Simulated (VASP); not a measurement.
# CdSe (F-43m) in VASP: a series of runs, part 2 of 2

VASP 6.6.1. Earlier steps stand in the parts before.

**4. Single point, PBE**

This run uses another cell than the first one, of 23.15 Å³/atom, 1.333 times its volume.

INCAR

```
SYSTEM = CdSe
PREC = Accurate ; ENCUT = 520
EDIFF = 1E-6 ; ISMEAR = -1
SIGMA = 0.03 ; LREAL = .FALSE.
LASPH = .TRUE. ; NELM = 60
ALGO = Normal ; ISIF = 2
LWAVE = .FALSE. ; LCHARG = .FALSE.
GGA = PE ; NBANDS = 16
```

KPOINTS

```
Automatic mesh
0
G
  8 8 8
  0 0 0
```

POSCAR

```
CdSe
1.0
    0.0000000000      2.8501873023      2.8501873023
    2.8501873023      0.0000000000      2.8501873023
    2.8501873023      2.8501873023      0.0000000000
Cd Se
1 1
Direct
    0.0000000000      0.0000000000      0.0000000000
    0.2500000000      0.2500000000      0.2500000000
```

Potentials or basis: VASP PAW PBE potentials, release 64 (Cd, Se).

On the command line:

```sh
cat potpaw_PBE.64/Cd/POTCAR potpaw_PBE.64/Se/POTCAR > POTCAR
mpirun -np 1 vasp_std > vasp.out
```

OUTCAR:

```text
SYSTEM = CdSe
   PREC = Accurate
   ENCUT = 520
   EDIFF = 1E-6
   ISMEAR = -1
   LREAL = .FALSE.
   LASPH = .TRUE.
   NELM = 60
   ISIF = 2
   GGA = PE

 ion  position               nearest neighbor table
   1  0.000  0.000  0.000-   2 2.47   2 2.47   2 2.47   2 2.47
   2  0.250  0.250  0.250-   1 2.47   1 2.47   1 2.47   1 2.47

  LATTYP: Found a face centered cubic cell.
 ALAT       =     5.7003746046

  Lattice vectors:

 A1 = (   0.0000000000,   2.8501873023,   2.8501873023)
 A2 = (   2.8501873023,   0.0000000000,   2.8501873023)
 A3 = (   2.8501873023,   2.8501873023,   0.0000000000)

Analysis of symmetry for initial positions (statically):
=====================================================================
 Subroutine PRICEL returns:
 Original cell was already a primitive cell.

 Routine SETGRP: Setting up the symmetry group for a
 face centered cubic supercell.

 Subroutine GETGRP returns: Found 24 space group operations
 (whereof 24 operations were pure point group operations)
 out of a pool of 48 trial point group operations.

The static configuration has the point symmetry T_d .

Analysis of symmetry for dynamics (positions and initial velocities):
=====================================================================
 Subroutine PRICEL returns:
 Original cell was already a primitive cell.

 Routine SETGRP: Setting up the symmetry group for a
 face centered cubic supercell.

 Subroutine GETGRP returns: Found 24 space group operations
 (whereof 24 operations were pure point group operations)
 out of a pool of 48 trial point group operations.

The dynamic configuration has the point symmetry T_d .

 Subroutine INISYM returns: Found 24 space group operations
 (whereof 24 operations are pure point group operations),
 and found     1 'primitive' translations

[... 110 lines left out ...]
   EFERMI_NEDOS =   21; number of points for ismear=-14 and -15
   IALGO  =     38    algorithm
   IMIX   =      4    mixing-type and parameters
     AMIX     =   0.40;   BMIX     =  1.00
     AMIX_MAG =   1.60;   BMIX_MAG =  1.00
  volume/ion in A,a.u.               =      23.15       156.25
  Fermi-wavevector in a.u.,A,eV,Ry     =   1.194764  2.257777 19.421799  1.427462
  Thomas-Fermi vector in A             =   2.330746
   LORBIT       =      0    0 simple, 1 ext, 2 COOP (PROOUT), +10 PAW based schemes
   GGA     = PE    functional components
   LHFCALC =     F    Hartree Fock is set to
   AEXX    =    0.0000 exact exchange contribution
   IVDW    =     0    specifies the selected vdW correction
   LEPSILON=     F    determine dielectric tensor
   LRPA    =     F    only Hartree local field effects (RPA)
 non-spin polarized calculation
  energy-cutoff  :      520.00
  volume of cell :       46.31
 maximum number of plane-waves:      1283
 NGX is ok and might be reduce to    30
   NGX = 15   NGY = 15   NGZ = 15

 number of electron      18.0000002 magnetization

 Free energy of the ion-electron system (eV)
  ---------------------------------------------------
  ext. energy  EPLUGINS =         0.00000000
  ---------------------------------------------------
  free energy    TOTEN  =        -4.81084907 eV

  energy without entropy =       -4.81084907  energy(sigma->0) =       -4.81084907

 E-fermi :   3.2409     XC(G=0):  -9.8057

 val. band max:        2.7229273998   @ k =   0.0000   0.0000   0.0000
 cond. band min:       3.7212832124   @ k =   0.0000   0.0000   0.0000
 fundamental gap:      0.9983558126
 Fermi energy:         3.2408709613

 k-point     1 :       0.0000    0.0000    0.0000
  band No.  band energies     occupation
      1     -11.1934      2.00000
      2      -6.1175      2.00000
      3      -6.1175      2.00000
      4      -6.1175      2.00000
      5      -5.4885      2.00000
      6      -5.4885      2.00000
[... 433 lines left out ...]
      3      -5.8637      2.00000
      4      -5.5334      2.00000
      5      -5.4640      2.00000
      6      -4.8707      2.00000
[... 8 lines left out ...]
     15      14.8799      0.00000
     16      16.1019      0.00000

 [... further k-points ...]

------------------------ aborting loop because EDIFF is reached ----------------------------------------

  FORCE on cell =-STRESS in cart. coord.  units (eV):
  Direction    XX          YY          ZZ          XY          YZ          ZX
  --------------------------------------------------------------------------------------
  -------------------------------------------------------------------------------------
  Total        6.0296664      6.0296664      6.0296664      0.0000000      0.0000000      0.0000000
  in kB      208.6189071    208.6189071    208.6189071      0.0000000      0.0000000      0.0000000
  external PRESSURE =     208.6189071 kB  Pullay stress =       0.0000000 kB

 VOLUME and BASIS-vectors are now :
 -----------------------------------------------------------------------------
  energy-cutoff  :      520.00
  volume of cell :       46.31
      direct lattice vectors                 reciprocal lattice vectors
     0.000000000  2.850187302  2.850187302    -0.175427067  0.175427067  0.175427067
     2.850187302  0.000000000  2.850187302     0.175427067 -0.175427067  0.175427067
     2.850187302  2.850187302  0.000000000     0.175427067  0.175427067 -0.175427067

 POSITION                                       TOTAL-FORCE (eV/Angst)
 -----------------------------------------------------------------------------------
      0.00000      0.00000      0.00000        -0.000000     -0.000000     -0.000000
      1.42509      1.42509      1.42509         0.000000      0.000000      0.000000
 -----------------------------------------------------------------------------------
    total drift:                               -0.000001     -0.000001     -0.000001

  FREE ENERGIE OF THE ION-ELECTRON SYSTEM (eV)
  ---------------------------------------------------
  free  energy   TOTEN  =        -4.8108490654 eV

  energy  without entropy=       -4.8108490650  energy(sigma->0) =       -4.81084907
```

Run time: 13 s. Hardware: 1 thread of AMD EPYC 9R45 (Zen 5), shared host; peak memory 0.15 GiB.

Results:

- Free energy: -4.8108 eV
- Pressure: 20.9 GPa
- Band gap on the k mesh: 1.00 eV, direct

Levels at points of the mesh, in eV from the valence-band top:
| k point | band 6 | band 7 | band 8 | band 9 | band 10 | band 11 | band 12 | band 13 |
| --- | --- | --- | --- | --- | --- | --- | --- | --- |
| (0.00, 0.00, 0.00) | -8.21 | 0.00 | 0.00 | 0.00 | 1.00 | 5.85 | 5.85 | 5.85 |
| (0.50, 0.00, 0.00) | -7.74 | -5.71 | -1.08 | -1.08 | 2.59 | 6.40 | 6.40 | 7.83 |
| (0.50, 0.50, 0.00) | -7.65 | -5.06 | -2.63 | -2.63 | 2.70 | 3.79 | 10.17 | 11.39 |

**5. Single point, PBE**

This run uses another cell than the first one, of 24.60 Å³/atom, 1.417 times its volume.

INCAR

```
SYSTEM = CdSe
PREC = Accurate
ENCUT = 520
EDIFF = 1E-6
ISMEAR = -1
SIGMA = 0.03
LREAL = .FALSE.
LASPH = .TRUE.
NELM = 80
ALGO = Normal
ISIF = 2
LWAVE = .FALSE.
LCHARG = .TRUE.
GGA = PE
LELF = .TRUE.
LVHAR = .TRUE.
NBANDS = 16
```

KPOINTS

```
regular mesh
0
G
  8 8 8
  0 0 0
```

POSCAR

```
CdSe
1.0
    0.0000000000      2.9083703860      2.9083703860
    2.9083703860      0.0000000000      2.9083703860
    2.9083703860      2.9083703860      0.0000000000
Cd Se
1 1
Direct
    0.0000000000      0.0000000000      0.0000000000
    0.2500000000      0.2500000000      0.2500000000
```

Potentials or basis: VASP PAW PBE potentials, release 64 (Cd, Se).

On the command line:

```sh
cat potpaw_PBE.64/Cd/POTCAR potpaw_PBE.64/Se/POTCAR > POTCAR
mpirun -np 1 vasp_std > vasp.out
```

OUTCAR:

```text
SYSTEM = CdSe
   PREC = Accurate
   ENCUT = 520
   EDIFF = 1E-6
   ISMEAR = -1
   LREAL = .FALSE.
   LASPH = .TRUE.
   NELM = 80
   ISIF = 2
   GGA = PE

 ion  position               nearest neighbor table
   1  0.000  0.000  0.000-   2 2.52   2 2.52   2 2.52   2 2.52
   2  0.250  0.250  0.250-   1 2.52   1 2.52   1 2.52   1 2.52

  LATTYP: Found a face centered cubic cell.
 ALAT       =     5.8167407720

  Lattice vectors:

 A1 = (   0.0000000000,   2.9083703860,   2.9083703860)
 A2 = (   2.9083703860,   0.0000000000,   2.9083703860)
 A3 = (   2.9083703860,   2.9083703860,   0.0000000000)

Analysis of symmetry for initial positions (statically):
=====================================================================
 Subroutine PRICEL returns:
 Original cell was already a primitive cell.

 Routine SETGRP: Setting up the symmetry group for a
 face centered cubic supercell.

 Subroutine GETGRP returns: Found 24 space group operations
 (whereof 24 operations were pure point group operations)
 out of a pool of 48 trial point group operations.

The static configuration has the point symmetry T_d .

Analysis of symmetry for dynamics (positions and initial velocities):
=====================================================================
 Subroutine PRICEL returns:
 Original cell was already a primitive cell.

 Routine SETGRP: Setting up the symmetry group for a
 face centered cubic supercell.

 Subroutine GETGRP returns: Found 24 space group operations
 (whereof 24 operations were pure point group operations)
 out of a pool of 48 trial point group operations.

The dynamic configuration has the point symmetry T_d .

 Subroutine INISYM returns: Found 24 space group operations
 (whereof 24 operations are pure point group operations),
 and found     1 'primitive' translations

----------------------------------------------------------------------------------------

                                     Primitive cell

  volume of cell :      49.2016

  direct lattice vectors                    reciprocal lattice vectors
     0.000000000  2.908370386  2.908370386    -0.171917581  0.171917581  0.171917581
     2.908370386  0.000000000  2.908370386     0.171917581 -0.171917581  0.171917581
     2.908370386  2.908370386  0.000000000     0.171917581  0.171917581 -0.171917581

  length of vectors
     4.113056844  4.113056844  4.113056844     0.297769984  0.297769984  0.297769984

  position of ions in fractional coordinates (direct lattice)
     0.000000000  0.000000000  0.000000000
     0.250000000  0.250000000  0.250000000

  ion indices of the primitive-cell ions
   primitive index   ion index
                 1           1
                 2           2

----------------------------------------------------------------------------------------

 KPOINTS: regular mesh

Automatic generation of k-mesh.
 Grid dimensions read from file:
 generate k-points for:    8    8    8

 Generating k-lattice:

  Cartesian coordinates                     Fractional coordinates (reciprocal lattice)
    -0.021489698  0.021489698  0.021489698     0.125000000  0.000000000  0.000000000
     0.021489698 -0.021489698  0.021489698     0.000000000  0.125000000  0.000000000
     0.021489698  0.021489698 -0.021489698     0.000000000  0.000000000  0.125000000

  Length of vectors
     0.037221248  0.037221248  0.037221248

  Shift w.r.t. Gamma in fractional coordinates (k-lattice)
     0.000000000  0.000000000  0.000000000

 Subroutine IBZKPT returns following result:
 ===========================================

 Found     29 irreducible k-points:

 Following reciprocal coordinates:
            Coordinates               Weight
  0.000000  0.000000  0.000000      1.000000
  0.125000  0.000000  0.000000      8.000000
  0.250000  0.000000  0.000000      8.000000
  0.375000  0.000000  0.000000      8.000000
  0.500000  0.000000  0.000000      4.000000
  0.125000  0.125000  0.000000      6.000000
[... 16 lines left out ...]
  0.500000  0.250000  0.125000     48.000000
 -0.375000  0.250000  0.125000     24.000000
 [... further k-points ...]
   k-points           NKPTS =     29   k-points in BZ     NKDIM =     29   number of bands    NBANDS=     16
   number of dos      NEDOS =    301   number of ions     NIONS =      2
   total plane-waves  NPLWV =  32768
   dimension x,y,z NGX =    32 NGY =   32 NGZ =   32
   dimension x,y,z NGXF=    64 NGYF=   64 NGZF=   64
   ions per type =               1   1
   NGX,Y,Z   is equivalent  to a cutoff of  12.93, 12.93, 12.93 a.u.
   NGXF,Y,Z  is equivalent  to a cutoff of  25.87, 25.87, 25.87 a.u.
 SYSTEM =  CdSe
   PREC   = accura    normal or accurate (medium, high low for compatibility)
   ISTART =      0    job   : 0-new  1-cont  2-samecut
   ICHARG =      2    charge: 1-file 2-atom 10-const
   ISPIN  =      1    spin polarized calculation?
   LNONCOLLINEAR =      F non collinear calculations
   LSORBIT =      F    spin-orbit coupling
   LASPH  =      T    aspherical Exc in radial PAW
   ENCUT  =  520.0 eV  38.22 Ry    6.18 a.u.   7.65  7.65  7.65*2*pi/ulx,y,z
   NELM   =     80;   NELMIN=  2; NELMDL= -5     # of ELM steps
   EDIFF  = 0.1E-05   stopping-criterion for ELM
   LREAL  =      F    real-space projection
   EDIFFG = 0.1E-04   stopping-criterion for IOM
   NSW    =      0    number of steps for IOM
   IBRION =     -1    ionic relax: 0-MD 1-quasi-New 2-CG
   NFREE  =      0    steps in history (QN), initial steepest desc. (CG)
   ISIF   =      2    stress and relaxation
   ISYM   =      2    0-nonsym 1-usesym 2-fastsym
   POTIM  = 0.5000    time-step for ionic-motion
   TEBEG  =    0.0;   TEEND  =   0.0 temperature during run
   PSTRESS=    0.0 pullay stress
   NELECT =      18.0000    total number of electrons
   NUPDOWN=      -1.0000    fix difference up-down
   EMIN   =  10.00;   EMAX   =-10.00  energy-range for DOS
   EFERMI =   0.00;   METHOD = LEGACY
   ISMEAR =    -1;   SIGMA  =   0.03  broadening in eV -4-tet -1-fermi 0-gaus
   EFERMI_NEDOS =   21; number of points for ismear=-14 and -15
   IALGO  =     38    algorithm
   IMIX   =      4    mixing-type and parameters
     AMIX     =   0.40;   BMIX     =  1.00
     AMIX_MAG =   1.60;   BMIX_MAG =  1.00
  volume/ion in A,a.u.               =      24.60       166.01
  Fermi-wavevector in a.u.,A,eV,Ry     =   1.170863  2.212610 18.652490  1.370919
  Thomas-Fermi vector in A             =   2.307315
   LORBIT       =      0    0 simple, 1 ext, 2 COOP (PROOUT), +10 PAW based schemes
   GGA     = PE    functional components
   LHFCALC =     F    Hartree Fock is set to
   AEXX    =    0.0000 exact exchange contribution
   IVDW    =     0    specifies the selected vdW correction
   LEPSILON=     F    determine dielectric tensor
   LRPA    =     F    only Hartree local field effects (RPA)
 non-spin polarized calculation
  energy-cutoff  :      520.00
  volume of cell :       49.20
 maximum number of plane-waves:      1363
   NGX = 15   NGY = 15   NGZ = 15

 number of electron      18.0000005 magnetization

 Free energy of the ion-electron system (eV)
  ---------------------------------------------------
  ext. energy  EPLUGINS =         0.00000000
  ---------------------------------------------------
  free energy    TOTEN  =        -5.12044161 eV

  energy without entropy =       -5.12044161  energy(sigma->0) =       -5.12044161

 E-fermi :   2.5746     XC(G=0):  -9.5120

 val. band max:        2.1165035234   @ k =   0.0000   0.0000   0.0000
 cond. band min:       2.9984692390   @ k =   0.0000   0.0000   0.0000
 fundamental gap:      0.8819657155
 Fermi energy:         2.5746427444

 k-point     1 :       0.0000    0.0000    0.0000
  band No.  band energies     occupation
      1     -11.3376      2.00000
      2      -6.3871      2.00000
      3      -6.3871      2.00000
      4      -6.3871      2.00000
      5      -5.8467      2.00000
      6      -5.8467      2.00000
[... 8 lines left out ...]
     15      13.5118      0.00000
     16      13.5118      0.00000
[... 419 lines left out ...]
 k-point    24 :      -0.3750    0.2500    0.1250
  band No.  band energies     occupation
      1     -10.7556      2.00000
      2      -6.2080      2.00000
      3      -6.1674      2.00000
      4      -5.8816      2.00000
      5      -5.8249      2.00000
      6      -5.3112      2.00000
[... 8 lines left out ...]
     15      14.1456      0.00000
     16      15.2625      0.00000

 [... further k-points ...]

------------------------ aborting loop because EDIFF is reached ----------------------------------------

  FORCE on cell =-STRESS in cart. coord.  units (eV):
  Direction    XX          YY          ZZ          XY          YZ          ZX
  --------------------------------------------------------------------------------------
  -------------------------------------------------------------------------------------
  Total        4.2420873      4.2420873      4.2420873      0.0000000     -0.0000000      0.0000000
  in kB      138.1373273    138.1373273    138.1373273      0.0000000     -0.0000000      0.0000000
  external PRESSURE =     138.1373273 kB  Pullay stress =       0.0000000 kB

 VOLUME and BASIS-vectors are now :
 -----------------------------------------------------------------------------
  energy-cutoff  :      520.00
  volume of cell :       49.20
      direct lattice vectors                 reciprocal lattice vectors
     0.000000000  2.908370386  2.908370386    -0.171917581  0.171917581  0.171917581
     2.908370386  0.000000000  2.908370386     0.171917581 -0.171917581  0.171917581
     2.908370386  2.908370386  0.000000000     0.171917581  0.171917581 -0.171917581

 POSITION                                       TOTAL-FORCE (eV/Angst)
 -----------------------------------------------------------------------------------
      0.00000      0.00000      0.00000         0.000000      0.000000      0.000000
      1.45419      1.45419      1.45419        -0.000000     -0.000000     -0.000000
 -----------------------------------------------------------------------------------
    total drift:                               -0.000000     -0.000000     -0.000000

  FREE ENERGIE OF THE ION-ELECTRON SYSTEM (eV)
  ---------------------------------------------------
  free  energy   TOTEN  =        -5.1204416086 eV

  energy  without entropy=       -5.1204416059  energy(sigma->0) =       -5.12044161
```

Run time: 14 s. Hardware: 1 thread of AMD EPYC 9R45 (Zen 5), shared host; peak memory 0.15 GiB.

Results:

```
Free energy            : -5.1204 eV
Pressure               : 13.8 GPa
Band gap on the k mesh : 0.88 eV, direct
```

Levels at points of the mesh, in eV from the valence-band top:
```csv
k point,band 7,band 8,band 9,band 10,band 11,band 12
"(0.00, 0.00, 0.00)",0.00,0.00,0.00,0.88,5.90,5.90
"(0.50, 0.00, 0.00)",-5.26,-0.96,-0.96,2.54,6.43,6.43
"(0.50, 0.50, 0.00)",-4.74,-2.36,-2.36,2.85,3.82,9.81
```

**6. Summary**

```csv
cell,gap on the mesh (eV),pressure (GPa)
"a = 3.662 Å, angles 60.0°, 2 atoms",1.40,86.9
"a = 4.031 Å, angles 60.0°, 2 atoms",1.00,20.9
"a = 4.113 Å, angles 60.0°, 2 atoms",0.88,13.8
```

Alike in all rows: task single point; level PBE; potentials or basis VASP PAW PBE potentials, release 64 (Cd, Se); no spin polarisation; k mesh 8 × 8 × 8; cutoff (eV) 520; smearing fermi-dirac 0.03 eV.

Absolute energies hang on the potentials; compare differences alone.
